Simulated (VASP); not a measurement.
# LiNbO3 (R3c) in VASP: further runs, part 2 of 2

VASP 6.6.1.

### 4 Single point, LDA (volume 9.332 Å^3 an atom, c/a of the conventional cell 2.8807)

Input file INCAR:

```
ALGO     = Normal         # electronic algorithm
EDIFF    = 1E-6           # SCF threshold, eV
ENCUT    = 750            # plane-wave cutoff, eV
GGA      = CA             # functional
GGA_COMPAT= False        
ISIF     = 2              # what is computed and relaxed
ISMEAR   = 0              # smearing method
LASPH    = True           # aspherical terms in the spheres
LCHARG   = True           # write CHGCAR
LELF     = True           # ELF
LREAL    = False          # projectors in reciprocal space
LVHAR    = True         
LWAVE    = False          # write WAVECAR
NBANDS   = 45             # bands
NELM     = 120            # most SCF steps
PREC     = Accurate       # precision mode
SIGMA    = 0.05           # smearing width, eV
```

Input file KPOINTS:

```
k-points
0
Gamma
  6 6 6
```

Input file POSCAR:

```
LiNbO3
1.0
    2.4117138522      1.3924036418      4.6316160626
   -2.4117138522      1.3924036418      4.6316160626
    0.0000000000     -2.7848072835      4.6316160626
Li Nb O
2 2 6
Direct
    0.2820532489      0.2820532489      0.2820532489
    0.7820532489      0.7820532489      0.7820532489
    0.9985425380      0.9985425380      0.9985425380
    0.4985425380      0.4985425380      0.4985425380
    0.1062571809      0.3667678423      0.7180491900
    0.7180491900      0.1062571809      0.3667678423
    0.3667678423      0.7180491900      0.1062571809
    0.2180491900      0.8667678423      0.6062571809
    0.8667678423      0.6062571809      0.2180491900
    0.6062571809      0.2180491900      0.8667678423
```

Potentials or basis: VASP PAW LDA potentials, release 64 (Li_sv, Nb_sv, O).

On the command line:

```sh
cat potpaw_LDA.64/Li_sv/POTCAR potpaw_LDA.64/Nb_sv/POTCAR potpaw_LDA.64/O/POTCAR > POTCAR
mpirun -np 1 vasp_std > vasp.out
```

OUTCAR:

```text
EDIFF = 1E-6
   ENCUT = 750
   GGA = CA
   ISIF = 2
   ISMEAR = 0
   LASPH = True
   LREAL = False
   NELM = 120
   PREC = Accurate

 ion  position               nearest neighbor table
   1  0.282  0.282  0.282-  10 1.92   8 1.92   9 1.92   5 2.18   6 2.18   7 2.18
   2  0.782  0.782  0.782-   6 1.92   7 1.92   5 1.92   9 2.18  10 2.18   8 2.18
   3  0.999  0.999  0.999-   6 1.82   5 1.82   7 1.82   8 2.05  10 2.05   9 2.05
   4  0.499  0.499  0.499-  10 1.82   9 1.82   8 1.82   7 2.05   6 2.05   5 2.05
   5  0.106  0.367  0.718-   3 1.82   2 1.92   4 2.05   1 2.18
   6  0.718  0.106  0.367-   3 1.82   2 1.92   4 2.05   1 2.18
   7  0.367  0.718  0.106-   3 1.82   2 1.92   4 2.05   1 2.18
   8  0.218  0.867  0.606-   4 1.82   1 1.92   3 2.05   2 2.18
   9  0.867  0.606  0.218-   4 1.82   1 1.92   3 2.05   2 2.18
  10  0.606  0.218  0.867-   4 1.82   1 1.92   3 2.05   2 2.18

  LATTYP: Found a trigonal (rhomboedric) cell.
 ALAT       =     5.4043518536
 COS(alpha) =     0.6017146623

  Lattice vectors:

 A1 = (   2.4117138522,   1.3924036418,   4.6316160626)
 A2 = (  -2.4117138522,   1.3924036418,   4.6316160626)
 A3 = (   0.0000000000,  -2.7848072835,   4.6316160626)

Analysis of symmetry for initial positions (statically):
=====================================================================
 Subroutine PRICEL returns:
 Original cell was already a primitive cell.

 Routine SETGRP: Setting up the symmetry group for a
 trigonal (rhombohedral) supercell.

 Subroutine GETGRP returns: Found  6 space group operations
 (whereof  3 operations were pure point group operations)
 out of a pool of 12 trial point group operations.

The static configuration has the point symmetry C_3 .
 The point group associated with its full space group is C_3v.

Analysis of symmetry for dynamics (positions and initial velocities):
=====================================================================
 Subroutine PRICEL returns:
 Original cell was already a primitive cell.

 Routine SETGRP: Setting up the symmetry group for a
 trigonal (rhombohedral) supercell.

 Subroutine GETGRP returns: Found  6 space group operations
 (whereof  3 operations were pure point group operations)
 out of a pool of 12 trial point group operations.

The dynamic configuration has the point symmetry C_3 .
 The point group associated with its full space group is C_3v.

 Subroutine INISYM returns: Found  6 space group operations
 (whereof  3 operations are pure point group operations),
 and found     1 'primitive' translations

----------------------------------------------------------------------------------------

                                     Primitive cell

  volume of cell :      93.3200

  direct lattice vectors                    reciprocal lattice vectors
     2.411713852  1.392403642  4.631616063     0.207321445  0.119697092  0.071969120
    -2.411713852  1.392403642  4.631616063    -0.207321445  0.119697092  0.071969120
     0.000000000 -2.784807284  4.631616063     0.000000000 -0.239394184  0.071969120

  length of vectors
     5.404351854  5.404351854  5.404351854     0.249978258  0.249978258  0.249978258

  position of ions in fractional coordinates (direct lattice)
     0.282053249  0.282053249  0.282053249
     0.782053249  0.782053249  0.782053249
     0.998542538  0.998542538  0.998542538
     0.498542538  0.498542538  0.498542538
     0.106257181  0.366767842  0.718049190
[... 52 lines left out ...]
  0.333333  0.166667  0.000000     12.000000
[... 16 lines left out ...]
  0.500000  0.500000  0.166667      6.000000
 -0.333333  0.500000  0.166667     12.000000
 [... further k-points ...]
   k-points           NKPTS =     32   k-points in BZ     NKDIM =     32   number of bands    NBANDS=     45
   number of dos      NEDOS =    301   number of ions     NIONS =     10
   total plane-waves  NPLWV = 110592
   dimension x,y,z NGX =    48 NGY =   48 NGZ =   48
   dimension x,y,z NGXF=    96 NGYF=   96 NGZF=   96
   ions per type =               2   2   6
   NGX,Y,Z   is equivalent  to a cutoff of  14.77, 14.77, 14.77 a.u.
   NGXF,Y,Z  is equivalent  to a cutoff of  29.53, 29.53, 29.53 a.u.
 SYSTEM =  unknown system
   PREC   = accura    normal or accurate (medium, high low for compatibility)
   ISTART =      0    job   : 0-new  1-cont  2-samecut
   ICHARG =      2    charge: 1-file 2-atom 10-const
   ISPIN  =      1    spin polarized calculation?
   LNONCOLLINEAR =      F non collinear calculations
   LSORBIT =      F    spin-orbit coupling
   LASPH  =      T    aspherical Exc in radial PAW
   ENCUT  =  750.0 eV  55.12 Ry    7.42 a.u.  12.07 12.07 12.07*2*pi/ulx,y,z
   NELM   =    120;   NELMIN=  2; NELMDL= -5     # of ELM steps
   EDIFF  = 0.1E-05   stopping-criterion for ELM
   LREAL  =      F    real-space projection
   EDIFFG = 0.1E-04   stopping-criterion for IOM
   NSW    =      0    number of steps for IOM
   IBRION =     -1    ionic relax: 0-MD 1-quasi-New 2-CG
   NFREE  =      0    steps in history (QN), initial steepest desc. (CG)
   ISIF   =      2    stress and relaxation
   ISYM   =      2    0-nonsym 1-usesym 2-fastsym
   POTIM  = 0.5000    time-step for ionic-motion
   TEBEG  =    0.0;   TEEND  =   0.0 temperature during run
   PSTRESS=    0.0 pullay stress
   NELECT =      68.0000    total number of electrons
   NUPDOWN=      -1.0000    fix difference up-down
   EMIN   =  10.00;   EMAX   =-10.00  energy-range for DOS
   EFERMI =   0.00;   METHOD = LEGACY
   ISMEAR =     0;   SIGMA  =   0.05  broadening in eV -4-tet -1-fermi 0-gaus
   EFERMI_NEDOS =   21; number of points for ismear=-14 and -15
   IALGO  =     38    algorithm
   IMIX   =      4    mixing-type and parameters
     AMIX     =   0.40;   BMIX     =  1.00
     AMIX_MAG =   1.60;   BMIX_MAG =  1.00
  volume/ion in A,a.u.               =       9.33        62.98
  Fermi-wavevector in a.u.,A,eV,Ry     =   1.473170  2.783888 29.527773  2.170230
  Thomas-Fermi vector in A             =   2.588096
   LORBIT       =      0    0 simple, 1 ext, 2 COOP (PROOUT), +10 PAW based schemes
   GGA     = CA    functional components
   LHFCALC =     F    Hartree Fock is set to
   AEXX    =    0.0000 exact exchange contribution
   IVDW    =     0    specifies the selected vdW correction
   LEPSILON=     F    determine dielectric tensor
   LRPA    =     F    only Hartree local field effects (RPA)
 non-spin polarized calculation
 Gauss-broadening in eV      SIGMA  =   0.05
  energy-cutoff  :      750.00
  volume of cell :       93.32
 maximum number of plane-waves:      4376
   NGX = 25   NGY = 25   NGZ = 25

 number of electron      68.0000003 magnetization

 Free energy of the ion-electron system (eV)
  ---------------------------------------------------
  ext. energy  EPLUGINS =         0.00000000
  ---------------------------------------------------
  free energy    TOTEN  =       -86.86337332 eV

  energy without entropy =      -86.86337332  energy(sigma->0) =      -86.86337332

 E-fermi :   4.8417     XC(G=0): -12.0097

 val. band max:        4.5946342044   @ k =   0.1667   0.1667   0.1667
 cond. band min:       8.3751090227   @ k =   0.0000   0.0000   0.0000
 fundamental gap:      3.7804748183
 Fermi energy:         4.8417257261

 k-point     1 :       0.0000    0.0000    0.0000
  band No.  band energies     occupation
      1     -48.7990      2.00000
      2     -48.7692      2.00000
      3     -36.5759      2.00000
      4     -36.5697      2.00000
      5     -25.5446      2.00000
      6     -25.5446      2.00000
[... 1141 lines left out ...]
     44      15.1379      0.00000
     45      15.8857      0.00000

 [... further k-points ...]
[... 5 lines left out ...]
  --------------------------------------------------------------------------------------
  -------------------------------------------------------------------------------------
  Total       17.1702584     17.1702584      8.6231007      0.0000000      0.0000000      0.0000000
  in kB      294.7899564    294.7899564    148.0468966      0.0000000      0.0000000      0.0000000
  external PRESSURE =     245.8756031 kB  Pullay stress =       0.0000000 kB

 VOLUME and BASIS-vectors are now :
 -----------------------------------------------------------------------------
  energy-cutoff  :      750.00
  volume of cell :       93.32
      direct lattice vectors                 reciprocal lattice vectors
     2.411713852  1.392403642  4.631616063     0.207321445  0.119697092  0.071969120
    -2.411713852  1.392403642  4.631616063    -0.207321445  0.119697092  0.071969120
     0.000000000 -2.784807284  4.631616063     0.000000000 -0.239394184  0.071969120

 POSITION                                       TOTAL-FORCE (eV/Angst)
 -----------------------------------------------------------------------------------
      0.00000      0.00000      3.91909         0.000000      0.000000      0.138441
      0.00000      0.00000     10.86651         0.000000      0.000000      0.138441
      0.00000      0.00000     13.87460         0.000000     -0.000000     -1.115093
      0.00000      0.00000      6.92717         0.000000     -0.000000     -1.115093
     -0.62828     -1.34099      5.51660        -1.081795      0.935109      0.325551
      1.47547      0.12639      5.51660        -0.268931     -1.404417      0.325551
     -0.84719      1.21460      5.51660         1.350726      0.469308      0.325551
     -1.56452     -0.17781      7.83241        -1.350726      0.469308      0.325551
      0.62828      1.44382      7.83241         1.081795      0.935109      0.325551
      0.93625     -1.26601      7.83241         0.268931     -1.404417      0.325551
 -----------------------------------------------------------------------------------
    total drift:                                0.000000      0.000000     -0.001472

  FREE ENERGIE OF THE ION-ELECTRON SYSTEM (eV)
  ---------------------------------------------------
  free  energy   TOTEN  =       -86.8633733228 eV

  energy  without entropy=      -86.8633733228  energy(sigma->0) =      -86.86337332
```

Run time: 5.2 min. Hardware: 1 thread of Intel Xeon 6975P-C, shared host; peak memory 0.37 GiB.

What came out:

- Free energy: -86.8634 eV
- Pressure: 24.6 GPa
- Largest force: 1.467 eV/Å
- Band gap on the k mesh: 3.78 eV, indirect (least direct gap 3.79 eV)

Forces on the atoms (eV/Å):
```
Li   0.000  0.000  0.138
Li   0.000  0.000  0.138
Nb   0.000  0.000 -1.115
Nb   0.000  0.000 -1.115
O   -1.082  0.935  0.326
O   -0.269 -1.404  0.326
O    1.351  0.469  0.326
O   -1.351  0.469  0.326
O    1.082  0.935  0.326
O    0.269 -1.404  0.326
```

Stress tensor (GPa, compression positive):
```
29.48  0.00  0.00
 0.00 29.48  0.00
 0.00  0.00 14.80
```

Levels at points of the mesh, in eV from the valence-band top:
```
           k point  band 31  band 32  band 33  band 34  band 35  band 36  band 37  band 38
(0.00, 0.00, 0.00)    -0.66    -0.53    -0.01    -0.01     3.78     3.78     4.56     5.82
(0.50, 0.00, 0.00)    -0.41    -0.41    -0.23    -0.23     4.25     4.25     5.26     5.26
(0.50, 0.50, 0.00)    -0.79    -0.59    -0.36    -0.25     3.92     4.47     5.04     5.16
(0.50, 0.50, 0.50)    -0.28    -0.28    -0.28    -0.28     5.38     5.38     5.43     5.43
```

Caveat: forces of over 1 eV/Å act on the atoms, so gaps and moduli don't describe the material at rest.

### 5 Single point, LDA (volume 9.332 Å^3 an atom, c/a of the conventional cell 2.6164)

Input file INCAR:

```
PREC = Accurate
ENCUT = 750
EDIFF = 1E-6
ISMEAR = 0
SIGMA = 0.05
LREAL = False
LASPH = True
NELM = 120
ALGO = Normal
ISIF = 2
LWAVE = False
LCHARG = True
GGA = CA
LELF = True
LVHAR = True
NBANDS = 45
GGA_COMPAT = False
```

Input file KPOINTS:

```
regular mesh
0
Gamma
  6 6 6
```

Edit POSCAR of step 4 so:

```diff
@@ -2,5 +2,5 @@
 1.0
-    2.4117138522      1.3924036418      4.6316160626
-   -2.4117138522      1.3924036418      4.6316160626
-    0.0000000000     -2.7848072835      4.6316160626
+    2.4903310026      1.4377932747      4.3438013568
+   -2.4903310026      1.4377932747      4.3438013568
+    0.0000000000     -2.8755865495      4.3438013568
 Li Nb O
```

On the command line:

```sh
cat potpaw_LDA.64/Li_sv/POTCAR potpaw_LDA.64/Nb_sv/POTCAR potpaw_LDA.64/O/POTCAR > POTCAR
mpirun -np 1 vasp_std > vasp.out
```

It took 4.9 min on 1 thread of Intel Xeon 6975P-C, shared host; peak memory 0.37 GiB.

Results (log left out):

```yaml
Free_energy: -87.0806 eV
Pressure: 22.4 GPa
Largest_force: 1.111 eV/Å
Band_gap_on_the_k_mesh: 3.86 eV, indirect (least direct gap 3.93 eV)
```

Forces in eV/Å, atoms in the order of the input:
```
Li   0.000  0.000 -0.067
Li   0.000  0.000 -0.067
Nb   0.000  0.000 -0.462
Nb   0.000  0.000 -0.462
O   -0.808  0.743  0.176
O   -0.239 -1.071  0.176
O    1.047  0.328  0.176
O   -1.047  0.328  0.176
O    0.808  0.743  0.176
O    0.239 -1.071  0.176
```

Stress tensor (GPa, compression positive):
```
21.45  0.00  0.00
 0.00 21.45  0.00
 0.00  0.00 24.46
```

Levels at points of the mesh, in eV from the valence-band top:
```csv
k point,band 31,band 32,band 33,band 34,band 35,band 36,band 37,band 38
"(0.00, 0.00, 0.00)",-0.49,-0.44,-0.05,-0.05,3.88,3.88,4.20,5.76
"(0.50, 0.00, 0.00)",-0.24,-0.24,-0.15,-0.15,4.35,4.35,5.23,5.23
"(0.50, 0.50, 0.00)",-0.63,-0.54,-0.31,-0.27,3.93,4.49,5.07,5.21
"(0.50, 0.50, 0.50)",-0.36,-0.36,-0.36,-0.36,5.08,5.08,5.45,5.45
```

Caveat: forces of over 1 eV/Å act on the atoms, so gaps and moduli don't describe the material at rest. A k mesh can miss the band edges.

### 6 Overview

| cell | gap on the mesh (eV) | pressure (GPa) | largest force (eV/Å) |
| --- | --- | --- | --- |
| a = 5.271 Å, angles 55.7°, 10 atoms | 3.87 | 23.3 | 1.24 |
| a = 5.336 Å, angles 54.4°, 10 atoms | 3.84 | 24.0 | 1.36 |
| a = 5.404 Å, angles 53.0°, 10 atoms | 3.78 | 24.6 | 1.47 |
| a = 5.209 Å, angles 57.1°, 10 atoms | 3.86 | 22.4 | 1.11 |

Alike in all rows: task single point; level LDA; potentials or basis VASP PAW LDA potentials, release 64 (Li_sv, Nb_sv, O); no spin polarisation; k mesh 6 × 6 × 6; cutoff (eV) 750; smearing gaussian 0.05 eV.

Caveats: forces of over 1 eV/Å act on the atoms, so gaps and moduli don't describe the material at rest.

Absolute energies hang on the potentials; compare differences alone.
